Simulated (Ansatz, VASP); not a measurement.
WSe2: VASP beside Ansatz

The input INCAR:

```
SYSTEM = WSe2
  PREC = Accurate
  ENCUT = 520
  EDIFF = 1E-7
  ISMEAR = 0
  SIGMA = 0.05
  LREAL = .FALSE.
  LASPH = .TRUE.
  NELM = 80
  ALGO = Normal
  ISIF = 2
  LWAVE = .FALSE.
  LCHARG = .TRUE.
  GGA = PE
  LELF = .TRUE.
  LVHAR = .TRUE.
  NBANDS = 20
```

Contents of KPOINTS:

```
regular mesh
0
G
  9 9 2
  0 0 0
```

The input POSCAR:

```
WSe2
1.0
    3.3200588118      0.0000000000      0.0000000000
   -1.6600294059      2.8752552731      0.0000000000
    0.0000000000      0.0000000000     16.6541810407
W Se
1 2
Direct
    0.0000000000      0.0000000000      0.0000000000
    0.3333333333      0.6666666667      0.1007736663
    0.3333333333      0.6666666667      0.8992263337
```

Input for Ansatz:

```yaml
crystal:
  lattice:
    - [3.3200588118, 0.0, 0.0]
    - [-1.6600294059, 2.8752552731, 0.0]
    - [0.0, 0.0, 16.6541810407]
  atoms:
    - { symbol: W, position: [0.0, 0.0, 0.0] }
    - { symbol: Se, position: [0.3333333333, 0.6666666667, 0.1007736663] }
    - { symbol: Se, position: [0.3333333333, 0.6666666667, 0.8992263337] }
basis:
  ecutwfc: 420
kpoints:
  mp_grid: { grid: [9, 9, 2] }
hamiltonian:
  xc: pbe
  pseudopotentials: { kind: paw, azcp: { folder: soft_1 } }
scf:
  occupations: { method: gaussian, width: 0.05 }
output:
  forces: true
  stress: true
  eigenvalues: true
```

Alike in both runs: task single point; functional PBE; k mesh 9 × 9 × 2; occupations gaussian, width 0.05 eV; no spin polarisation.

|  | VASP | Ansatz |
| --- | --- | --- |
| version | VASP 6.6.1 | Ansatz 0.2.0 |
| potentials or method | VASP PAW PBE potentials, release 64 (W_sv, Se), cutoff 520 eV | scalar-relativistic, plane waves, PAW |
| valence electrons in the cell | 26 | 46 |

Ansatz gave:

| Item | Value |
| --- | --- |
| gap on the k mesh at the Fermi level (eV) | 1.55 |
| least direct gap on the mesh (eV) | 1.55 |
| rms of the force components (eV/Å) | 0.000 |

Task: Estimate VASP's values.

Result: gap on the k mesh at the Fermi level (eV): 1.55; least direct gap on the mesh (eV): 1.55; rms of the force components (eV/Å): 0.021.

Atom by atom the forces differ by 0.022 eV/Å (rms over components). The functional is the same, so the differences come from potentials, cutoffs and numerics. VASP's potentials hold 26 valence electrons a cell and Ansatz's 46, so a difference there can come from the potentials and not from the codes.

Spin-orbit coupling is off throughout.
